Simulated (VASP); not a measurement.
Here is a VASP 6.6.1 calculation.

INCAR

```
  PREC = Accurate
  ENCUT = 520
  EDIFF = 1E-7
  ISMEAR = 0
  SIGMA = 0.05
  LREAL = F
  LASPH = T
  NELM = 100
  ALGO = Fast
  ISIF = 2
  LWAVE = F
  LCHARG = F
  GGA = PE
  NBANDS = 34
```

KPOINTS

```
regular mesh
0
Gamma
  12 12 10
```

File POSCAR:

```
Ga
1.0
    2.2847841946     -3.8700018161      0.0000000000
    2.2847841946      3.8700018161      0.0000000000
    0.0000000000      0.0000000000      4.5906314140
Ga
4
Direct
    0.3437079017      0.6562920983      0.5823524324
    0.6562920983      0.3437079017      0.4176475676
    0.8437079017      0.1562920983      0.9176475676
    0.1562920983      0.8437079017      0.0823524324
```

Potentials or basis: VASP PAW PBE potentials, release 64 (Ga_d).

Run with:

```sh
$ cat potpaw_PBE.64/Ga_d/POTCAR > POTCAR
$ mpirun -np 1 vasp_std > vasp.out
```

(1) Predict the pressure.

(2) What does it give for the largest force?

Results:

(1) 0.1 GPa.

(2) 0.004 eV/Å.
